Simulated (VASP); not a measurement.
Write the native input for VASP 6.6.1 that does the following.

| Item | Value |
| --- | --- |
| Task | single point |
| Functional | r2SCAN |
| Potentials or basis | VASP PAW PBE potentials, release 64 (Al, Ni) |
| Cutoff | 520 eV |
| k mesh | 8 × 8 × 10 |
| Occupations | gaussian, width 0.15 eV |
| Spin | no spin polarisation |
| Dipole correction | no |
| Further INCAR settings | ALGO = Normal; EDIFF = 1e-07; NBANDS = 40 |

Al3Ni5:

```
Al Ni
1.0
     3.29112   -3.58523    0.00000
     3.29112    3.58523    0.00000
     0.00000    0.00000    3.72831
Al Ni
3 5
Direct
  0.50000 0.50000 0.00000
  0.77927 0.22073 0.50000
  0.22073 0.77927 0.50000
  0.00000 0.00000 0.00000
  0.00000 0.50000 0.00000
  0.50000 0.00000 0.00000
  0.27646 0.27646 0.50000
  0.72354 0.72354 0.50000
```

This cell differs from its parent crystal: strain -0.0300 x Voigt [0, 1, 0, 0, 0, 0].

One way to write it, as run:

POSCAR

```
Al3Ni5
1.0
    3.2911157551     -3.5852289446      0.0000000000
    3.2911157551      3.5852289446      0.0000000000
    0.0000000000      0.0000000000      3.7283121877
Al Ni
3 5
Direct
    0.5000000000      0.5000000000      0.0000000000
    0.7792699052      0.2207300948      0.5000000000
    0.2207300948      0.7792699052      0.5000000000
    0.0000000000      0.0000000000      0.0000000000
    0.0000000000      0.5000000000      0.0000000000
    0.5000000000      0.0000000000      0.0000000000
    0.2764619634      0.2764619634      0.5000000000
    0.7235380366      0.7235380366      0.5000000000
```

INCAR.step1

```
PREC = Accurate
ENCUT = 520
ISMEAR = 0
SIGMA = 0.15
LREAL = F
LASPH = T
NELM = 80
NBANDS = 40
GGA = PE
ALGO = Normal
EDIFF = 1E-4
LWAVE = T
LCHARG = F
```

INCAR.step2

```
PREC = Accurate
ENCUT = 520
EDIFF = 1E-7
ISMEAR = 0
SIGMA = 0.15
LREAL = F
LASPH = T
NELM = 80
ALGO = Normal
ISIF = 2
LWAVE = F
LCHARG = T
METAGGA = R2SCAN
LMIXTAU = T
LELF = T
LVHAR = T
NBANDS = 40
ISTART = 1
```

KPOINTS

```
regular mesh
0
Gamma
  8 8 10
```

Potentials or basis: VASP PAW PBE potentials, release 64 (Al, Ni).

Command:

```sh
$ cat potpaw_PBE.64/Al/POTCAR potpaw_PBE.64/Ni/POTCAR > POTCAR
$ cp INCAR.step1 INCAR
$ mpirun -np 1 vasp_std > vasp.out
$ cp INCAR.step2 INCAR
$ mpirun -np 1 vasp_std > vasp.out
```

It gave:

The pressure is 6.2 GPa. The largest force is 0.059 eV/Å. The band gap on the k mesh is zero (an odd number of electrons rules out a gap without spin polarisation).

Caveat: the cell differs from its parent crystal (strain -0.0300 x Voigt [0, 1, 0, 0, 0, 0]); the cell stands under pressure; the PAW data sets were made with another functional, which shifts forces and pressure a little.

It took 22 min on 1 thread of Intel Xeon 8259CL, with other jobs on the host, peak memory 0.44 GiB.
